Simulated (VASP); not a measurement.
Set up this calculation in VASP 6.6.1, as the native input.

- Task: single point
- Functional: PBEsol
- Potentials or basis: VASP PAW PBE potentials, release 64 (Ta_sv_GW, N)
- Cutoff: 700 eV
- k mesh: 18 × 18 × 16
- Occupations: gaussian, width 0.15 eV
- Spin: no spin polarisation
- Dipole correction: no
- Further INCAR settings: ALGO = Normal; EDIFF = 1e-06; NBANDS = 16

The structure of TaN lies in POSCAR:

```
TaN
1.0
    2.9379988584      0.0000000000      0.0000000000
   -1.4689994292      2.5443816477      0.0000000000
    0.0000000000      0.0000000000      2.8830000000
Ta N
1 1
Direct
    0.3333333333      0.6666666667      0.5000000000
    0.0000000000      0.0000000000      0.0910509886
```

This cell differs from its parent crystal: all N atoms moved +0.263 Å, as atom 2 along Cartesian [0 0 1].

One way to write it, as run:

INCAR

```
SYSTEM = TaN
PREC = Accurate
ENCUT = 700
EDIFF = 1E-6
ISMEAR = 0
SIGMA = 0.15
LREAL = .FALSE.
LASPH = .TRUE.
NELM = 120
ALGO = Normal
ISIF = 2
LWAVE = .FALSE.
LCHARG = .FALSE.
GGA = PS
NBANDS = 16
GGA_COMPAT = .FALSE.
```

KPOINTS

```
Automatic mesh
0
G
  18 18 16
  0 0 0
```

Potentials or basis: VASP PAW PBE potentials, release 64 (Ta_sv_GW, N).

Command:

```bash
$ cat potpaw_PBE.64/Ta_sv_GW/POTCAR potpaw_PBE.64/N/POTCAR > POTCAR
$ mpirun -np 1 vasp_std > vasp.out
```

Results of the run:

The pressure is 9.6 GPa and the largest force is 4.085 eV/Å. The band gap on the k mesh is zero (bands 9 and 10 overlap by 0.42 eV).

Caveat: the cell differs from its parent crystal (all N atoms moved +0.263 Å, as atom 2 along Cartesian [0 0 1]); the cell stands under pressure; the PAW data sets were made with another functional, which shifts forces and pressure a little; spin-orbit coupling is left out, which moves the levels of the heavy elements.

It took 4 min on 1 thread of Intel(R) Xeon(R) Platinum 8375C CPU @ 2.90GHz (Ice Lake), with other jobs on the host, peak memory 0.42 GiB.
